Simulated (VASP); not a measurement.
## Ti: single point with PBE+D3(BJ)

Crystal: Ti.

```
Ti
1.0
    -1.60253    1.60253    1.60253
     1.60253   -1.60253    1.60253
     1.60253    1.60253   -1.60253
Ti
1
Direct
  0.00000 0.00000 0.00000
```

```json
{
  "Program": "VASP 6.6.1",
  "Task": "single point",
  "Functional": "PBE",
  "Dispersion": "D3(BJ)",
  "Potentials or basis": "VASP PAW PBE potentials, release 64 (Ti_sv)",
  "Cutoff": "520 eV",
  "k mesh": "11 × 11 × 11",
  "Occupations": "fermi-dirac, width 0.05 eV",
  "Spin": "no spin polarisation"
}
```

```json
{
  "Pressure": "-1.5 GPa",
  "Band gap on the k mesh": "zero (band 6 reaches 9.71 eV, above the bottom of band 7 at 8.01 eV)",
  "Dispersion energy per atom": "-0.636 eV"
}
```

Levels at points of the mesh, in eV from the Fermi level:
```tsv
k point	band 3	band 4	band 5	band 6	band 7	band 8	band 9	band 10
(0.00, 0.00, 0.00)	-32.20	-32.20	-6.06	1.05	1.05	1.05	2.93	2.93
```

Wall time 4.5 s on 1 thread of Intel(R) Xeon(R) 6975P-C (Granite Rapids), with other jobs on the host, peak memory 0.15 GiB.

Caveat: three body term missing; pairwise dispersion overbinds metals, which lowers pressure and volume.
